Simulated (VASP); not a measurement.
# LiF (Griceite) (I4/mmm) in VASP: notebook

LiF (Griceite) is run at these levels: r2SCAN, PBE; tasks: single point.

Everything below comes from runs of VASP 6.6.1. Logs are shortened: lines on timing, memory, paths and dates and some standing lists are left out, and cuts for length are marked.

**1. The cell of the first run**

Symmetry: I4/mmm, No. 139, tetragonal system. The conventional cell has a = 2.926 Å, b = 2.926 Å, c = 3.900 Å, α = 90.00°, β = 90.00°, γ = 90.00°. Within 2.6 Å of Li (site symmetry 4/mmm) lie 6 F at 1.95 to 2.07 Å. F (site symmetry 4/mmm) has 6 Li at 1.95 to 2.07 Å within 2.6 Å.

**2. Single point, r2SCAN (epitaxial xy strain +3.7%)**

Input file POSCAR:

```
LiF
1.0
    0.0000000000      2.0688788280      1.9500071589
    2.0688788280      0.0000000000      1.9500071589
    2.0688788280      2.0688788280      0.0000000000
Li F
1 1
Direct
    0.0000000000      0.0000000000      0.0000000000
    0.5000000000      0.5000000000      0.5000000000
```

Input file INCAR.step1:

```
SYSTEM = LiF
PREC = Accurate
ENCUT = 520
ISMEAR = 0
SIGMA = 0.01
LREAL = .False.
LASPH = .True.
NELM = 60
NBANDS = 12
GGA = PE
ALGO = Normal
EDIFF = 1E-4
LWAVE = .True.
LCHARG = .False.
```

Input file INCAR.step2:

```
SYSTEM = LiF
PREC = Accurate
ENCUT = 520
EDIFF = 1E-6
ISMEAR = 0
SIGMA = 0.01
LREAL = .False.
LASPH = .True.
NELM = 60
ALGO = Normal
ISIF = 2
LWAVE = .False.
LCHARG = .False.
METAGGA = R2SCAN
LMIXTAU = .True.
NBANDS = 12
ISTART = 1
```

Input file KPOINTS:

```
Automatic mesh
0
Gamma
  10 10 10
  0 0 0
```

Potentials or basis: VASP PAW PBE potentials, release 64 (Li_sv, F).

Run with:

```bash
cat potpaw_PBE.64/Li_sv/POTCAR potpaw_PBE.64/F/POTCAR > POTCAR
cp INCAR.step1 INCAR
mpirun -np 1 vasp_std > vasp.out
cp INCAR.step2 INCAR
mpirun -np 1 vasp_std > vasp.out
```

OUTCAR:

```text
SYSTEM = LiF
   PREC = Accurate
   ENCUT = 520
   EDIFF = 1E-6
   ISMEAR = 0
   LREAL = .False.
   LASPH = .True.
   NELM = 60
   ISIF = 2
   METAGGA = R2SCAN
   ISTART = 1

 ion  position               nearest neighbor table
   1  0.000  0.000  0.000-   2 1.95   2 1.95   2 2.07   2 2.07   2 2.07   2 2.07
   2  0.500  0.500  0.500-   1 1.95   1 1.95   1 2.07   1 2.07   1 2.07   1 2.07

  LATTYP: Found a body centered tetragonal cell.
 ALAT       =     2.9258364975
 C/A-ratio  =     1.3329570265

  Lattice vectors:

 A1 = (   0.0000000000,  -2.0688788280,  -1.9500071589)
 A2 = (   0.0000000000,   2.0688788280,  -1.9500071589)
 A3 = (   2.0688788280,   0.0000000000,   1.9500071589)

Analysis of symmetry for initial positions (statically):
=====================================================================
 Subroutine PRICEL returns:
 Original cell was already a primitive cell.

 Routine SETGRP: Setting up the symmetry group for a
 body centered tetragonal supercell.

 Subroutine GETGRP returns: Found 16 space group operations
 (whereof 16 operations were pure point group operations)
 out of a pool of 16 trial point group operations.

The static configuration has the point symmetry D_4h.

Analysis of symmetry for dynamics (positions and initial velocities):
=====================================================================
 Subroutine PRICEL returns:
 Original cell was already a primitive cell.

 Routine SETGRP: Setting up the symmetry group for a
 body centered tetragonal supercell.

 Subroutine GETGRP returns: Found 16 space group operations
 (whereof 16 operations were pure point group operations)
 out of a pool of 16 trial point group operations.

The dynamic configuration has the point symmetry D_4h.

 Subroutine INISYM returns: Found 16 space group operations
 (whereof 16 operations are pure point group operations),
 and found     1 'primitive' translations

----------------------------------------------------------------------------------------

                                     Primitive cell

  volume of cell :      16.6931

  direct lattice vectors                    reciprocal lattice vectors
     0.000000000  2.068878828  1.950007159    -0.241676793  0.241676793  0.256409315
     2.068878828  0.000000000  1.950007159     0.241676793 -0.241676793  0.256409315
     2.068878828  2.068878828  0.000000000     0.241676793  0.241676793 -0.256409315

  length of vectors
     2.843024362  2.843024362  2.925836497     0.427271672  0.427271672  0.427271672

  position of ions in fractional coordinates (direct lattice)
     0.000000000  0.000000000  0.000000000
     0.500000000  0.500000000  0.500000000

  ion indices of the primitive-cell ions
   primitive index   ion index
                 1           1
                 2           2

----------------------------------------------------------------------------------------

 KPOINTS: Automatic mesh

Automatic generation of k-mesh.
 Grid dimensions read from file:
 generate k-points for:   10   10   10

 Generating k-lattice:

  Cartesian coordinates                     Fractional coordinates (reciprocal lattice)
    -0.024167679  0.024167679  0.025640932     0.100000000 -0.000000000  0.000000000
     0.024167679 -0.024167679  0.025640932    -0.000000000  0.100000000  0.000000000
     0.024167679  0.024167679 -0.025640932     0.000000000  0.000000000  0.100000000

  Length of vectors
     0.042727167  0.042727167  0.042727167

  Shift w.r.t. Gamma in fractional coordinates (k-lattice)
     0.000000000  0.000000000  0.000000000

 Subroutine IBZKPT returns following result:
 ===========================================

 Found    102 irreducible k-points:

 Following reciprocal coordinates:
            Coordinates               Weight
  0.000000  0.000000  0.000000      1.000000
  0.100000  0.000000  0.000000      8.000000
  0.200000  0.000000  0.000000      8.000000
  0.300000  0.000000  0.000000      8.000000
  0.400000  0.000000  0.000000      8.000000
  0.500000  0.000000  0.000000      4.000000
[... 16 lines left out ...]
  0.300000  0.300000  0.000000      2.000000
  0.400000  0.300000  0.000000      8.000000
 [... further k-points ...]
   k-points           NKPTS =    102   k-points in BZ     NKDIM =    102   number of bands    NBANDS=     12
   number of dos      NEDOS =    301   number of ions     NIONS =      2
   total plane-waves  NPLWV =  13824
   dimension x,y,z NGX =    24 NGY =   24 NGZ =   24
   dimension x,y,z NGXF=    48 NGYF=   48 NGZF=   48
   ions per type =               1   1
   NGX,Y,Z   is equivalent  to a cutoff of  14.03, 14.03, 13.64 a.u.
   NGXF,Y,Z  is equivalent  to a cutoff of  28.07, 28.07, 27.27 a.u.
 SYSTEM =  LiF
   PREC   = accura    normal or accurate (medium, high low for compatibility)
   ISTART =      1    job   : 0-new  1-cont  2-samecut
   ICHARG =      0    charge: 1-file 2-atom 10-const
   ISPIN  =      1    spin polarized calculation?
   LNONCOLLINEAR =      F non collinear calculations
   LSORBIT =      F    spin-orbit coupling
   LASPH  =      T    aspherical Exc in radial PAW
   ENCUT  =  520.0 eV  38.22 Ry    6.18 a.u.   5.29  5.29  5.44*2*pi/ulx,y,z
   NELM   =     60;   NELMIN=  2; NELMDL=  0     # of ELM steps
   EDIFF  = 0.1E-05   stopping-criterion for ELM
   LREAL  =      F    real-space projection
   EDIFFG = 0.1E-04   stopping-criterion for IOM
   NSW    =      0    number of steps for IOM
   IBRION =     -1    ionic relax: 0-MD 1-quasi-New 2-CG
   NFREE  =      0    steps in history (QN), initial steepest desc. (CG)
   ISIF   =      2    stress and relaxation
   ISYM   =      2    0-nonsym 1-usesym 2-fastsym
   POTIM  = 0.5000    time-step for ionic-motion
   TEBEG  =    0.0;   TEEND  =   0.0 temperature during run
   PSTRESS=    0.0 pullay stress
   NELECT =      10.0000    total number of electrons
   NUPDOWN=      -1.0000    fix difference up-down
   EMIN   =  10.00;   EMAX   =-10.00  energy-range for DOS
   EFERMI =   0.00;   METHOD = LEGACY
   ISMEAR =     0;   SIGMA  =   0.01  broadening in eV -4-tet -1-fermi 0-gaus
   EFERMI_NEDOS =   21; number of points for ismear=-14 and -15
   IALGO  =     38    algorithm
   IMIX   =      4    mixing-type and parameters
     AMIX     =   0.40;   BMIX     =  1.00
     AMIX_MAG =   1.60;   BMIX_MAG =  1.00
  volume/ion in A,a.u.               =       8.35        56.33
  Fermi-wavevector in a.u.,A,eV,Ry     =   1.380054  2.607924 25.912961  1.904549
  Thomas-Fermi vector in A             =   2.504967
   LORBIT       =      0    0 simple, 1 ext, 2 COOP (PROOUT), +10 PAW based schemes
   METAGGA = R2SCAN    functional components
   LHFCALC =     F    Hartree Fock is set to
   AEXX    =    0.0000 exact exchange contribution
   IVDW    =     0    specifies the selected vdW correction
   LEPSILON=     F    determine dielectric tensor
   LRPA    =     F    only Hartree local field effects (RPA)
 non-spin polarized calculation
 Gauss-broadening in eV      SIGMA  =   0.01
  energy-cutoff  :      520.00
  volume of cell :       16.69
 maximum number of plane-waves:       471
 NGX is ok and might be reduce to    24
   NGX = 11   NGY = 11   NGZ = 11

 number of electron       9.9999993 magnetization

 Free energy of the ion-electron system (eV)
  ---------------------------------------------------
  ext. energy  EPLUGINS =         0.00000000
  ---------------------------------------------------
  free energy    TOTEN  =       -11.88273647 eV

  energy without entropy =      -11.88273647  energy(sigma->0) =      -11.88273647

 E-fermi :  -1.6562     XC(G=0): -10.4256

 val. band max:       -1.7249577491   @ k =   0.0000   0.0000   0.0000
 cond. band min:       8.2700249469   @ k =   0.0000   0.0000   0.0000
 fundamental gap:      9.9949826960
 Fermi energy:        -1.6562137231

 k-point     1 :       0.0000    0.0000    0.0000
  band No.  band energies     occupation
      1     -43.8689      2.00000
      2     -22.8103      2.00000
      3      -1.8840      2.00000
      4      -1.7250      2.00000
      5      -1.7250      2.00000
      6       8.2700      0.00000
      7      23.3885      0.00000
      8      23.3886      0.00000
      9      23.5088      0.00000
     10      23.5098      0.00000
     11      23.8511      0.00000
     12      25.0786      0.00000

 k-point     2 :       0.1000    0.0000    0.0000
  band No.  band energies     occupation
      1     -43.8638      2.00000
      2     -22.7748      2.00000
      3      -2.0728      2.00000
      4      -1.8206      2.00000
      5      -1.7587      2.00000
      6       8.5557      0.00000
      7      20.6457      0.00000
      8      21.9263      0.00000
      9      22.8659      0.00000
     10      24.6578      0.00000
     11      24.7527      0.00000
     12      25.5499      0.00000

 k-point     3 :       0.2000    0.0000    0.0000
  band No.  band energies     occupation
      1     -43.8507      2.00000
      2     -22.6800      2.00000
      3      -2.7125      2.00000
      4      -1.8701      2.00000
      5      -1.8455      2.00000
      6       9.1993      0.00000
      7      18.1327      0.00000
      8      20.3287      0.00000
      9      21.5112      0.00000
     10      25.7842      0.00000
     11      25.9691      0.00000
     12      26.5667      0.00000
[... 286 lines left out ...]
 k-point    23 :       0.3000    0.3000    0.0000
  band No.  band energies     occupation
      1     -43.8196      2.00000
      2     -22.4128      2.00000
      3      -3.5498      2.00000
      4      -2.4771      2.00000
      5      -2.4771      2.00000
      6      11.7301      0.00000
      7      16.6238      0.00000
      8      19.1432      0.00000
      9      19.4096      0.00000
     10      19.4101      0.00000
     11      33.0257      0.00000
     12      34.6891      0.00000

 k-point    24 :       0.4000    0.3000    0.0000
  band No.  band energies     occupation
      1     -43.8097      2.00000
      2     -22.3041      2.00000
      3      -3.9700      2.00000
      4      -2.6814      2.00000
      5      -2.5968      2.00000
      6      12.6550      0.00000
      7      15.5445      0.00000
      8      18.5508      0.00000
      9      19.1920      0.00000
     10      20.1852      0.00000
     11      33.6705      0.00000
     12      33.9010      0.00000

 [... further k-points ...]

------------------------ aborting loop because EDIFF is reached ----------------------------------------

  FORCE on cell =-STRESS in cart. coord.  units (eV):
  Direction    XX          YY          ZZ          XY          YZ          ZX
  --------------------------------------------------------------------------------------
  -------------------------------------------------------------------------------------
  Total       -0.5669549     -0.5669549     -0.0682543      0.0000000     -0.0000000      0.0000000
  in kB      -54.4155158    -54.4155158     -6.5509495      0.0000000     -0.0000000      0.0000000
  external PRESSURE =     -38.4606603 kB  Pullay stress =       0.0000000 kB

 VOLUME and BASIS-vectors are now :
 -----------------------------------------------------------------------------
  energy-cutoff  :      520.00
  volume of cell :       16.69
      direct lattice vectors                 reciprocal lattice vectors
     0.000000000  2.068878828  1.950007159    -0.241676793  0.241676793  0.256409315
     2.068878828  0.000000000  1.950007159     0.241676793 -0.241676793  0.256409315
     2.068878828  2.068878828  0.000000000     0.241676793  0.241676793 -0.256409315

 POSITION                                       TOTAL-FORCE (eV/Angst)
 -----------------------------------------------------------------------------------
      0.00000      0.00000      0.00000         0.000000     -0.000000     -0.000000
      2.06888      2.06888      1.95001        -0.000000      0.000000      0.000000
 -----------------------------------------------------------------------------------
    total drift:                               -0.000000     -0.000000      0.000000

  FREE ENERGIE OF THE ION-ELECTRON SYSTEM (eV)
  ---------------------------------------------------
  free  energy   TOTEN  =       -11.8827364653 eV

  energy  without entropy=      -11.8827364653  energy(sigma->0) =      -11.88273647
```

Wall time 32 s (1 thread of Intel Xeon Platinum 8488C (Sapphire Rapids), shared host); peak memory 0.14 GiB.

What came out:

```
Free energy            : -11.8827 eV
Band gap on the k mesh : 9.99 eV, direct
```

Caveat: the cell differs from its parent crystal (epitaxial xy strain +3.7%); the cutoff is under 1.25 times the usual one of these potentials, so pressure, stress and relaxed cells hold a basis-set (Pulay) error; the PAW data sets were made with another functional, which shifts forces and pressure a little.

**3. Single point, PBE (epitaxial xy strain +3.7%)**

Input file INCAR:

```
SYSTEM = LiF
PREC = Accurate
ENCUT = 520
EDIFF = 1E-6
ISMEAR = 0
SIGMA = 0.01
LREAL = .False.
LASPH = .True.
NELM = 100
ALGO = Normal
ISIF = 2
LWAVE = .False.
LCHARG = .False.
GGA = PE
NBANDS = 12
```

Input file KPOINTS:

```
regular mesh
0
Gamma
  6 6 6
  0 0 0
```

POSCAR is that of step 2.

Potentials or basis: VASP PAW PBE potentials, release 64 (Li_sv, F).

Run with:

```bash
cat potpaw_PBE.64/Li_sv/POTCAR potpaw_PBE.64/F/POTCAR > POTCAR
mpirun -np 1 vasp_std > vasp.out
```

It took 6.4 s on 1 thread of Intel Xeon Platinum 8488C (Sapphire Rapids), shared host; peak memory 0.13 GiB.

Results (log left out):

- Free energy: -9.6315 eV
- Band gap on the k mesh: 8.84 eV, direct

Levels at points of the mesh, in eV from the valence-band top:
| k point | band 3 | band 4 | band 5 | band 6 | band 7 | band 8 |
| --- | --- | --- | --- | --- | --- | --- |
| (0.00, 0.00, 0.00) | -0.16 | 0.00 | 0.00 | 8.84 | 23.22 | 23.22 |
| (0.50, 0.00, 0.00) | -2.49 | -0.32 | -0.21 | 10.62 | 16.43 | 18.17 |
| (0.50, 0.50, 0.00) | -2.93 | -1.13 | -1.13 | 15.32 | 15.81 | 17.28 |
| (0.50, 0.00, 0.50) | -2.98 | -1.14 | -0.78 | 14.23 | 16.63 | 17.11 |

Caveat: the k points lie up to 0.45 Å⁻¹ apart; the cell differs from its parent crystal (epitaxial xy strain +3.7%); the cutoff is under 1.25 times the usual one of these potentials, so pressure, stress and relaxed cells hold a basis-set (Pulay) error.

**4. Single point, PBE (epitaxial xy strain +3.7%)**

Input file INCAR:

```
  PREC = Accurate
  ENCUT = 520
  EDIFF = 1E-6
  ISMEAR = -1
  SIGMA = 0.02
  LREAL = False
  LASPH = True
  NELM = 80
  ALGO = Normal
  ISIF = 2
  LWAVE = False
  LCHARG = True
  GGA = PE
  LELF = True
  LVHAR = True
  NBANDS = 12
```

Input file KPOINTS:

```
regular mesh
0
Gamma
  10 10 10
```

POSCAR is that of step 3.

Potentials or basis: VASP PAW PBE potentials, release 64 (Li_sv, F).

Run with:

```bash
cat potpaw_PBE.64/Li_sv/POTCAR potpaw_PBE.64/F/POTCAR > POTCAR
mpirun -np 1 vasp_std > vasp.out
```

OUTCAR:

```text
PREC = Accurate
   ENCUT = 520
   EDIFF = 1E-6
   ISMEAR = -1
   LREAL = False
   LASPH = True
   NELM = 80
   ISIF = 2
   GGA = PE

 ion  position               nearest neighbor table
   1  0.000  0.000  0.000-   2 1.95   2 1.95   2 2.07   2 2.07   2 2.07   2 2.07
   2  0.500  0.500  0.500-   1 1.95   1 1.95   1 2.07   1 2.07   1 2.07   1 2.07

  LATTYP: Found a body centered tetragonal cell.
 ALAT       =     2.9258364975
 C/A-ratio  =     1.3329570265

  Lattice vectors:

[... 549 lines left out ...]
------------------------ aborting loop because EDIFF is reached ----------------------------------------

  FORCE on cell =-STRESS in cart. coord.  units (eV):
  Direction    XX          YY          ZZ          XY          YZ          ZX
  --------------------------------------------------------------------------------------
  -------------------------------------------------------------------------------------
  Total       -0.0986640     -0.0986640      0.3794230      0.0000000     -0.0000000     -0.0000000
  in kB       -9.4696332     -9.4696332     36.4164753      0.0000000     -0.0000000     -0.0000000
  external PRESSURE =       5.8257363 kB  Pullay stress =       0.0000000 kB

 VOLUME and BASIS-vectors are now :
 -----------------------------------------------------------------------------
  energy-cutoff  :      520.00
  volume of cell :       16.69
      direct lattice vectors                 reciprocal lattice vectors
     0.000000000  2.068878828  1.950007159    -0.241676793  0.241676793  0.256409315
     2.068878828  0.000000000  1.950007159     0.241676793 -0.241676793  0.256409315
     2.068878828  2.068878828  0.000000000     0.241676793  0.241676793 -0.256409315

 POSITION                                       TOTAL-FORCE (eV/Angst)
 -----------------------------------------------------------------------------------
      0.00000      0.00000      0.00000         0.000000      0.000000     -0.000000
      2.06888      2.06888      1.95001        -0.000000     -0.000000      0.000000
 -----------------------------------------------------------------------------------
    total drift:                               -0.000000     -0.000000      0.000000

  FREE ENERGIE OF THE ION-ELECTRON SYSTEM (eV)
  ---------------------------------------------------
  free  energy   TOTEN  =        -9.6315694959 eV

  energy  without entropy=       -9.6315694959  energy(sigma->0) =       -9.63156950
```

OSZICAR:

```text
N       E                     dE             d eps       ncg     rms          rms(c)
DAV:   1     0.303207844486E+02    0.30321E+02   -0.54289E+03  2560   0.843E+02
DAV:   2    -0.909775343220E+01   -0.39419E+02   -0.38658E+02  2980   0.186E+02
DAV:   3    -0.101394172561E+02   -0.10417E+01   -0.10393E+01  3240   0.263E+01
DAV:   4    -0.101485984120E+02   -0.91812E-02   -0.91808E-02  2820   0.260E+00
DAV:   5    -0.101487108423E+02   -0.11243E-03   -0.11243E-03  3156   0.213E-01    0.457E+00
DAV:   6    -0.961994403908E+01    0.52877E+00   -0.25653E+00  2784   0.986E+00    0.141E+00
DAV:   7    -0.962438349213E+01   -0.44395E-02   -0.18435E-02  3220   0.119E+00    0.868E-01
DAV:   8    -0.963145709296E+01   -0.70736E-02   -0.15640E-02  3024   0.130E+00    0.114E-01
DAV:   9    -0.963148097773E+01   -0.23885E-04   -0.99701E-04  2860   0.281E-01    0.444E-02
DAV:  10    -0.963156503068E+01   -0.84053E-04   -0.14493E-04  2768   0.929E-02    0.157E-02
DAV:  11    -0.963156865570E+01   -0.36250E-05   -0.65695E-06  3096   0.241E-02    0.191E-03
DAV:  12    -0.963156949587E+01   -0.84017E-06   -0.51114E-07  2752   0.613E-03
   1 F= -.96315695E+01 E0= -.96315695E+01  d E =-.364292E-15
```

stdout:

```text
POSCAR found type information on POSCAR LiF
 POSCAR found :  2 types and       2 ions
 scaLAPACK will be used
 LDA part: xc-table for (Slater+PW92), standard interpolation
 POSCAR, INCAR and KPOINTS ok, starting setup
 FFT: planning ... GRIDC
 FFT: planning ... GRID_SOFT
 FFT: planning ... GRID
 WAVECAR not read
 entering main loop
```

It took 9.4 s on 1 thread of Intel Xeon Platinum 8488C (Sapphire Rapids), shared host; peak memory 0.14 GiB.

Results:

```yaml
Free_energy: -9.6316 eV
Band_gap_on_the_k_mesh: 8.84 eV, direct
```

Levels at points of the mesh, in eV from the valence-band top:
```tsv
k point	band 2	band 3	band 4	band 5	band 6	band 7	band 8	band 9
(0.00, 0.00, 0.00)	-19.96	-0.16	0.00	0.00	8.84	23.22	23.22	23.95
(0.50, 0.00, 0.00)	-19.55	-2.49	-0.32	-0.21	10.62	16.43	18.17	19.26
(0.50, 0.50, 0.00)	-19.25	-2.93	-1.13	-1.13	15.32	15.81	17.28	19.41
(0.50, 0.00, 0.50)	-19.32	-2.98	-1.14	-0.78	14.23	16.63	17.11	19.81
```

Caveat: the cell differs from its parent crystal (epitaxial xy strain +3.7%); the cutoff is under 1.25 times the usual one of these potentials, so pressure, stress and relaxed cells hold a basis-set (Pulay) error. A k mesh can miss the band edges.

**5. The runs side by side**

```tsv
level	k mesh	smearing	gap on the mesh (eV)
r2SCAN	10 × 10 × 10	gaussian 0.01 eV	9.99
PBE	6 × 6 × 6	gaussian 0.01 eV	8.84
PBE	10 × 10 × 10	fermi-dirac 0.02 eV	8.84
```

Alike in all rows: task single point; potentials or basis VASP PAW PBE potentials, release 64 (Li_sv, F); no spin polarisation; cell as given; cutoff (eV) 520.

Caveats: some runs use coarse meshes; the cutoff is under 1.25 times the usual one of these potentials, so pressure, stress and relaxed cells hold a basis-set (Pulay) error; the PAW data sets were made with another functional, which shifts forces and pressure a little (some runs).

Absolute energies hang on the potentials; compare differences alone.
